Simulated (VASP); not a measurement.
# MnSi15 (F-43m) in VASP: single point with PBEsol+U

Aim: the single point of MnSi15 with PBEsol+U.

Program: VASP 6.6.1. These are calculated values, not measurements. Logs are shortened: lines on timing, memory, paths and dates and some standing lists are left out, and cuts for length are marked.

## 1. The cell of the first run

The structure is cubic, space group F-43m (No. 216). The conventional cell has a = 10.874 Å, b = 10.874 Å, c = 10.874 Å, α = 90.00°, β = 90.00°, γ = 90.00°. Within 3.2 Å of Mn (site symmetry -43m) lie 4 Si at 2.43 Å. Si (site symmetry 2mm) has 4 Si at 2.33 to 2.35 Å within 3.1 Å. Si (site symmetry -43m) has 4 Si at 2.35 Å within 3.1 Å. Within 3.1 Å of Si (site symmetry 3m) lie 3 Si at 2.33 Å and 1 Mn at 2.43 Å. Si (site symmetry 3m) has 4 Si at 2.35 Å within 3.1 Å.

## 2. Single point, PBEsol+U

INCAR reads:

```
PREC = Accurate
ENCUT = 520
EDIFF = 1E-6
ISMEAR = 0
SIGMA = 0.05
LREAL = Auto
LASPH = T
NELM = 150
ALGO = Normal
ISIF = 2
LWAVE = F
LCHARG = F
LMAXMIX = 4
LDAU = T
LDAUTYPE = 2
LDAUL = 2 -1
LDAUU = 5.5 0
LDAUJ = 0 0
LDAUPRINT = 1
GGA = PS
NBANDS = 50
```

KPOINTS reads:

```
regular mesh
0
Gamma
  3 3 3
```

POSCAR reads:

```
MnSi15
1.0
    0.0000000000      5.4370000000      5.4370000000
    5.4370000000      0.0000000000      5.4370000000
    5.4370000000      5.4370000000      0.0000000000
Mn Si
1 15
Direct
    0.0000000000      1.0000000000      1.0000000000
    0.9996156210      0.9996156210      0.5003843790
    0.9996156210      0.5003843790      0.9996156210
    0.9996156210      0.5003843790      0.5003843790
    0.5003843790      0.9996156210      0.9996156210
    0.5003843790      0.9996156210      0.5003843790
    0.5003843790      0.5003843790      0.9996156210
    0.5000000000      0.5000000000      0.5000000000
    0.1288894793      0.1288894793      0.1288894793
    0.1288894793      0.1288894793      0.6133315620
    0.1288894793      0.6133315620      0.1288894793
    0.1256551594      0.6247816135      0.6247816135
    0.6133315620      0.1288894793      0.1288894793
    0.6247816135      0.1256551594      0.6247816135
    0.6247816135      0.6247816135      0.1256551594
    0.6247816135      0.6247816135      0.6247816135
```

Potentials or basis: VASP PAW PBE potentials, release 64 (Mn_pv, Si).

On the command line:

```
$ cat potpaw_PBE.64/Mn_pv/POTCAR potpaw_PBE.64/Si/POTCAR > POTCAR
$ mpirun -np 1 vasp_std > vasp.out
```

OUTCAR:

```text
PREC = Accurate
   ENCUT = 520
   EDIFF = 1E-6
   ISMEAR = 0
   LREAL = Auto
   LASPH = T
   NELM = 150
   ISIF = 2
   GGA = PS

 ion  position               nearest neighbor table
   1  0.000  0.000  0.000-   9 2.43  10 2.43  11 2.43  13 2.43
   2  1.000  1.000  0.500-  10 2.33   9 2.33  12 2.35  14 2.35
   3  1.000  0.500  1.000-  11 2.33   9 2.33  12 2.35  15 2.35
   4  1.000  0.500  0.500-  10 2.33  11 2.33  12 2.35  16 2.35
   5  0.500  1.000  1.000-  13 2.33   9 2.33  14 2.35  15 2.35
   6  0.500  1.000  0.500-  10 2.33  13 2.33  14 2.35  16 2.35
[... 8 lines left out ...]
  15  0.625  0.625  0.126-   8 2.35   7 2.35   3 2.35   5 2.35
  16  0.625  0.625  0.625-   8 2.35   6 2.35   7 2.35   4 2.35

  LATTYP: Found a face centered cubic cell.
 ALAT       =    10.8740000000

  Lattice vectors:

 A1 = (   0.0000000000,   5.4370000000,   5.4370000000)
 A2 = (   5.4370000000,   0.0000000000,   5.4370000000)
 A3 = (   5.4370000000,   5.4370000000,   0.0000000000)

Analysis of symmetry for initial positions (statically):
=====================================================================
 Subroutine PRICEL returns:
 Original cell was already a primitive cell.

 Routine SETGRP: Setting up the symmetry group for a
 face centered cubic supercell.

 Subroutine GETGRP returns: Found 24 space group operations
 (whereof 24 operations were pure point group operations)
 out of a pool of 48 trial point group operations.

The static configuration has the point symmetry T_d .

Analysis of symmetry for dynamics (positions and initial velocities):
=====================================================================
 Subroutine PRICEL returns:
 Original cell was already a primitive cell.

 Routine SETGRP: Setting up the symmetry group for a
 face centered cubic supercell.

 Subroutine GETGRP returns: Found 24 space group operations
 (whereof 24 operations were pure point group operations)
 out of a pool of 48 trial point group operations.

The dynamic configuration has the point symmetry T_d .

 Subroutine INISYM returns: Found 24 space group operations
 (whereof 24 operations are pure point group operations),
 and found     1 'primitive' translations

----------------------------------------------------------------------------------------

                                     Primitive cell

  volume of cell :     321.4460

  direct lattice vectors                    reciprocal lattice vectors
     0.000000000  5.437000000  5.437000000    -0.091962479  0.091962479  0.091962479
     5.437000000  0.000000000  5.437000000     0.091962479 -0.091962479  0.091962479
     5.437000000  5.437000000  0.000000000     0.091962479  0.091962479 -0.091962479

  length of vectors
     7.689079139  7.689079139  7.689079139     0.159283687  0.159283687  0.159283687

  position of ions in fractional coordinates (direct lattice)
     0.000000000  0.000000000  0.000000000
     0.999615621  0.999615621  0.500384379
     0.999615621  0.500384379  0.999615621
     0.999615621  0.500384379  0.500384379
     0.500384379  0.999615621  0.999615621
     0.500384379  0.999615621  0.500384379
[... 8 lines left out ...]
     0.624781613  0.624781613  0.125655159
     0.624781613  0.624781613  0.624781613

  ion indices of the primitive-cell ions
   primitive index   ion index
                 1           1
                 2           2
                 3           3
                 4           4
                 5           5
                 6           6
[... 8 lines left out ...]
                15          15
                16          16

[... 44 lines left out ...]
   ISPIN  =      1    spin polarized calculation?
   LNONCOLLINEAR =      F non collinear calculations
   LSORBIT =      F    spin-orbit coupling
   LASPH  =      T    aspherical Exc in radial PAW
   ENCUT  =  520.0 eV  38.22 Ry    6.18 a.u.  14.30 14.30 14.30*2*pi/ulx,y,z
   NELM   =    150;   NELMIN=  2; NELMDL= -5     # of ELM steps
   EDIFF  = 0.1E-05   stopping-criterion for ELM
   LREAL  =      T    real-space projection
   EDIFFG = 0.1E-04   stopping-criterion for IOM
   NSW    =      0    number of steps for IOM
   IBRION =     -1    ionic relax: 0-MD 1-quasi-New 2-CG
   NFREE  =      0    steps in history (QN), initial steepest desc. (CG)
   ISIF   =      2    stress and relaxation
   ISYM   =      2    0-nonsym 1-usesym 2-fastsym
   POTIM  = 0.5000    time-step for ionic-motion
   TEBEG  =    0.0;   TEEND  =   0.0 temperature during run
   PSTRESS=    0.0 pullay stress
   NELECT =      73.0000    total number of electrons
   NUPDOWN=      -1.0000    fix difference up-down
   EMIN   =  10.00;   EMAX   =-10.00  energy-range for DOS
   EFERMI =   0.00;   METHOD = LEGACY
   ISMEAR =     0;   SIGMA  =   0.05  broadening in eV -4-tet -1-fermi 0-gaus
   EFERMI_NEDOS =   21; number of points for ismear=-14 and -15
   IALGO  =     38    algorithm
   IMIX   =      4    mixing-type and parameters
     AMIX     =   0.40;   BMIX     =  1.00
     AMIX_MAG =   1.60;   BMIX_MAG =  1.00
  volume/ion in A,a.u.               =      20.09       135.58
  Fermi-wavevector in a.u.,A,eV,Ry     =   0.998803  1.887464 13.573270  0.997607
  Thomas-Fermi vector in A             =   2.131051
   LORBIT       =      0    0 simple, 1 ext, 2 COOP (PROOUT), +10 PAW based schemes
 LDA+U is selected, type is set to LDAUTYPE =  2
   angular momentum for each species LDAUL =     2   -1
   U (eV)           for each species LDAUU =   5.5  0.0
   J (eV)           for each species LDAUJ =   0.0  0.0
   GGA     = PS    functional components
   LHFCALC =     F    Hartree Fock is set to
   AEXX    =    0.0000 exact exchange contribution
   IVDW    =     0    specifies the selected vdW correction
   LEPSILON=     F    determine dielectric tensor
   LRPA    =     F    only Hartree local field effects (RPA)
 non-spin polarized calculation
 Gauss-broadening in eV      SIGMA  =   0.05
  energy-cutoff  :      520.00
  volume of cell :      321.45
 maximum number of plane-waves:      8682
 NGX is ok and might be reduce to    60
   NGX = 29   NGY = 29   NGZ = 29

atom =   1  type =  1  l = 2

 onsite density matrix

spin component  1

  0.5916 -0.0000  0.0000 -0.0000  0.0000
 -0.0000  0.5916 -0.0000 -0.0000 -0.0000
  0.0000 -0.0000  0.4129 -0.0000  0.0000
 -0.0000 -0.0000 -0.0000  0.5916 -0.0000
  0.0000 -0.0000  0.0000 -0.0000  0.4129

spin component  2

  0.5916 -0.0000  0.0000 -0.0000  0.0000
 -0.0000  0.5916 -0.0000 -0.0000 -0.0000
  0.0000 -0.0000  0.4129 -0.0000  0.0000
 -0.0000 -0.0000 -0.0000  0.5916 -0.0000
  0.0000 -0.0000  0.0000 -0.0000  0.4129

 occupancies and eigenvectors

  o =  0.4129  v =  0.0000 -0.0000 -0.0000  0.0000  1.0000  0.0000  0.0000  0.0000  0.0000  0.0000      0.0000  0.0000  0.0000  0.0000  0.0000  0.0000  0.0000  0.0000  0.0000  0.0000
  o =  0.4129  v =  0.0000  0.0000  0.0000  0.0000  0.0000  0.0000 -0.0000 -0.0000  0.0000  1.0000      0.0000  0.0000  0.0000  0.0000  0.0000  0.0000  0.0000  0.0000  0.0000  0.0000
  o =  0.4129  v =  0.0000 -0.0000  1.0000 -0.0000  0.0000  0.0000  0.0000  0.0000  0.0000  0.0000      0.0000  0.0000  0.0000  0.0000  0.0000  0.0000  0.0000  0.0000  0.0000  0.0000
  o =  0.4129  v =  0.0000  0.0000  0.0000  0.0000  0.0000  0.0000 -0.0000  1.0000 -0.0000  0.0000      0.0000  0.0000  0.0000  0.0000  0.0000  0.0000  0.0000  0.0000  0.0000  0.0000
  o =  0.5916  v =  0.0000  0.0000  0.0000  0.0000  0.0000  0.0000  0.8650  0.0000  0.5018 -0.0000      0.0000  0.0000  0.0000  0.0000  0.0000  0.0000  0.0000  0.0000  0.0000  0.0000
  o =  0.5916  v =  0.0000  0.8650  0.0000  0.5018 -0.0000  0.0000  0.0000  0.0000  0.0000  0.0000      0.0000  0.0000  0.0000  0.0000  0.0000  0.0000  0.0000  0.0000  0.0000  0.0000
  o =  0.5916  v =  0.0000  0.5018 -0.0000 -0.8650  0.0000  0.0000  0.0000  0.0000  0.0000  0.0000      0.0000  0.0000  0.0000  0.0000  0.0000  0.0000  0.0000  0.0000  0.0000  0.0000
  o =  0.5916  v =  0.0000  0.0000  0.0000  0.0000  0.0000  0.0000  0.5018 -0.0000 -0.8650  0.0000      0.0000  0.0000  0.0000  0.0000  0.0000  0.0000  0.0000  0.0000  0.0000  0.0000
  o =  0.5916  v =  1.0000  0.0000  0.0000  0.0000  0.0000  0.0000  0.0000  0.0000  0.0000  0.0000      0.0000  0.0000  0.0000  0.0000  0.0000  0.0000  0.0000  0.0000  0.0000  0.0000
  o =  0.5916  v =  0.0000  0.0000  0.0000  0.0000  0.0000  1.0000  0.0000  0.0000  0.0000  0.0000      0.0000  0.0000  0.0000  0.0000  0.0000  0.0000  0.0000  0.0000  0.0000  0.0000

 number of electron      73.0000017 magnetization

 Free energy of the ion-electron system (eV)
  ---------------------------------------------------
  ext. energy  EPLUGINS =         0.00000000
  ---------------------------------------------------
  free energy    TOTEN  =       -85.59569040 eV

  energy without entropy =      -85.57698128  energy(sigma->0) =      -85.58633584

 E-fermi :   5.7711     XC(G=0):  -9.6087

 val. band max:        5.6227239323   @ k =   0.3333   0.0000   0.0000
 cond. band min:       5.8085718440   @ k =  -0.3333   0.3333   0.0000
 fundamental gap:      0.1858479116
 Fermi energy:         5.7711312502

 k-point     1 :       0.0000    0.0000    0.0000
  band No.  band energies     occupation
      1     -41.6461      2.00000
      2     -41.6461      2.00000
      3     -41.6461      2.00000
      4      -6.2552      2.00000
      5      -4.0627      2.00000
      6      -4.0627      2.00000
[... 193 lines left out ...]
     47       9.0439      0.00000
     48       9.1012      0.00000
 [bands above 48 left out]

------------------------ aborting loop because EDIFF is reached ----------------------------------------

  FORCE on cell =-STRESS in cart. coord.  units (eV):
  Direction    XX          YY          ZZ          XY          YZ          ZX
  --------------------------------------------------------------------------------------
  -------------------------------------------------------------------------------------
  Total       -2.6515581     -2.6515581     -2.6515581      0.0000000      0.0000000      0.0000000
  in kB      -13.2161130    -13.2161130    -13.2161130      0.0000000      0.0000000      0.0000000
  external PRESSURE =     -13.2161130 kB  Pullay stress =       0.0000000 kB

 VOLUME and BASIS-vectors are now :
 -----------------------------------------------------------------------------
  energy-cutoff  :      520.00
  volume of cell :      321.45
      direct lattice vectors                 reciprocal lattice vectors
     0.000000000  5.437000000  5.437000000    -0.091962479  0.091962479  0.091962479
     5.437000000  0.000000000  5.437000000     0.091962479 -0.091962479  0.091962479
     5.437000000  5.437000000  0.000000000     0.091962479  0.091962479 -0.091962479

 POSITION                                       TOTAL-FORCE (eV/Angst)
 -----------------------------------------------------------------------------------
      0.00000      0.00000      0.00000         0.000000      0.000000      0.000000
      8.15550      8.15550     10.86982         0.000000      0.000000     -0.302233
      8.15550     10.86982      8.15550         0.000000     -0.302233      0.000000
      5.44118      8.15550      8.15550         0.302233      0.000000      0.000000
     10.86982      8.15550      8.15550        -0.302233      0.000000      0.000000
      8.15550      5.44118      8.15550         0.000000      0.302233      0.000000
[... 8 lines left out ...]
      4.08012      4.08012      6.79388         0.023944      0.023944     -0.023944
      6.79388      6.79388      6.79388        -0.023944     -0.023944     -0.023944
 -----------------------------------------------------------------------------------
    total drift:                               -0.000000     -0.000000     -0.000000

  FREE ENERGIE OF THE ION-ELECTRON SYSTEM (eV)
  ---------------------------------------------------
  free  energy   TOTEN  =       -85.5956903983 eV

  energy  without entropy=      -85.5769812830  energy(sigma->0) =      -85.58633584
```

Run time: 12 min. Hardware: 1 thread of Intel Xeon Platinum 8259CL at 2.50GHz (Skylake/Cascade Lake), shared host; peak memory 0.47 GiB.

What came out:

```
Free energy            : -85.5957 eV
Pressure               : -1.3 GPa
Largest force          : 1.416 eV/Å
Band gap on the k mesh : zero (an odd number of electrons rules out a gap without spin polarisation)
```

Forces on the atoms (eV/Å):
```
Mn   0.000  0.000  0.000
Si   0.000  0.000 -0.302
Si   0.000 -0.302  0.000
Si   0.302  0.000  0.000
Si  -0.302  0.000  0.000
Si   0.000  0.302  0.000
Si   0.000  0.000  0.302
Si   0.000  0.000  0.000
Si  -0.818 -0.818 -0.818
Si   0.818  0.818 -0.818
Si   0.818 -0.818  0.818
Si  -0.024  0.024  0.024
Si  -0.818  0.818  0.818
Si   0.024 -0.024  0.024
Si   0.024  0.024 -0.024
Si  -0.024 -0.024 -0.024
```

Eigenvalues of the final occupation matrices:
| site | spin | trace | eigenvalues |
| --- | --- | --- | --- |
| site 1 d | 1 | 2.60 | 0.41 0.41 0.59 0.59 0.59 |
| site 1 d | 2 | 2.60 | 0.41 0.41 0.59 0.59 0.59 |

Caveat: the PAW data sets were made with another functional, which shifts forces and pressure a little; the run has no spin polarisation, though such a crystal can be magnetic; U without spin polarisation on a metal has little footing; the U is typed as a test and isn't derived for this compound.
